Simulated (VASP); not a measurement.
A run of VASP 6.6.1:

File INCAR:

```
PREC = Accurate
ENCUT = 500
EDIFF = 1E-6
ISMEAR = 0
SIGMA = 0.1
LREAL = F
LASPH = T
NELM = 200
ALGO = Normal
ISIF = 2
LWAVE = F
LCHARG = T
GGA = PE
LELF = T
LVHAR = T
NBANDS = 29
GGA_COMPAT = F
LMAXMIX = 6
```

Contents of KPOINTS:

```
regular mesh
0
Gamma
  6 6 4
```

POSCAR

```
SmGaTe3
1.0
    5.3427957900      0.0000000000      0.0000000000
   -2.6713979000      4.6269968800      0.0000000000
    0.0000000000      0.0000000000      6.9178575300
Sm Ga Te
1 1 3
Direct
    0.0000000000      0.0000000000      0.0000000000
    0.0000000000      0.0000000000      0.5000000000
    0.5000000000      0.0000000000      0.0000000000
    0.0000000000      0.5000000000      0.0000000000
    0.5000000000      0.5000000000      0.0000000000
```

Potentials or basis: VASP PAW PBE potentials, release 64 (Sm_3, Ga_d, Te), 4f in core.

Run with:

```bash
$ cat potpaw_PBE.64/Sm_3/POTCAR potpaw_PBE.64/Ga_d/POTCAR potpaw_PBE.64/Te/POTCAR > POTCAR
$ mpirun -np 1 vasp_std > vasp.out
```

Hardware: 1 thread of Intel(R) Xeon(R) Platinum 8259CL CPU @ 2.50GHz (Skylake/Cascade Lake) (shared host).

Question: Estimate the wall time of this run.

Answer: Run time: 120 s on 1 thread of Intel(R) Xeon(R) Platinum 8259CL CPU @ 2.50GHz (Skylake/Cascade Lake), with other jobs on the host, peak memory 0.34 GiB. Counts: scf iterations 16, k points 21.
